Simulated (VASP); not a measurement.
Crystal: SiNi.

```
Ni Si
1.0
     4.50369    0.00000    0.00000
     0.00000    4.50369    0.00000
     0.00000    0.00000    4.50369
Ni Si
4 4
Direct
  0.14950 0.14950 0.14950
  0.64950 0.35050 0.85050
  0.85050 0.64950 0.35050
  0.35050 0.85050 0.64950
  0.84683 0.84683 0.84683
  0.34683 0.65317 0.15317
  0.15317 0.34683 0.65317
  0.65317 0.15317 0.34683
```

| Quantity | Value |
| --- | --- |
| Program | VASP 6.6.1 |
| Task | relaxation of cell and atoms |
| Functional | LDA |
| Potentials or basis | VASP PAW LDA potentials, release 64 (Ni, Si) |
| Cutoff | 600 eV |
| k mesh | 5 × 5 × 5 |
| Occupations | fermi-dirac, width 0.05 eV |
| Spin | collinear spin, ferromagnetic start |
| Starting moments | [1.0, 1.0, 1.0, 1.0, 0.0, 0.0, 0.0, 0.0] μB |

At the start: pressure -9.2 GPa; volume 11.42 Å³/atom.

Task: Where does the relaxation end?

Result: Over 21 steps the energy falls by 16.0 meV/atom and the volume is 10.88 Å³/atom (-4.7 %); space group P2_13 (No. 198, to 0.1 Å) before and after; moment 0.00 μB per cell.

The path:
```tsv
step	energy change (eV)	largest force (eV/Å)	pressure (GPa)	volume (Å³)
1	0.0000	0.0579	-9.20	91.35
2	0.0137	0.0419	11.62	82.95
3	-0.1283	0.0211	-0.06	87.10
4	-0.1283	0.0202	0.00	87.02
5	-0.1282	0.0195	0.21	86.93
6	-0.1283	0.0113	-0.11	87.10
7	-0.1283	0.0120	-0.21	87.08
8	-0.1283	0.0147	0.03	87.03
9	-0.1283	0.0138	0.10	87.05
10	-0.1283	0.0129	0.05	87.06
11	-0.1283	0.0124	0.08	87.07
12	-0.1283	0.0122	0.03	87.08
13	-0.1284	0.0079	0.01	87.08
14	-0.1284	0.0021	0.09	87.08
15	-0.1284	0.0023	-0.10	87.11
16	-0.1284	0.0025	-0.11	87.09
17	-0.1284	0.0027	-0.13	87.08
18	-0.1284	0.0028	-0.08	87.08
19	-0.1284	0.0035	0.17	87.08
20	-0.1284	0.0021	-0.12	87.08
21	-0.1284	0.0031	0.01	87.08
```

Final structure:
```
Ni Si
1.0
     4.43239    0.00000    0.00000
     0.00000    4.43239    0.00000
     0.00000    0.00000    4.43239
Ni Si
4 4
Direct
  0.14927 0.14927 0.14927
  0.64927 0.35073 0.85073
  0.85073 0.64927 0.35073
  0.35073 0.85073 0.64927
  0.84639 0.84639 0.84639
  0.34639 0.65361 0.15361
  0.15361 0.34639 0.65361
  0.65361 0.15361 0.34639
```

Caveat: the moments typed at the start vanished in this run.
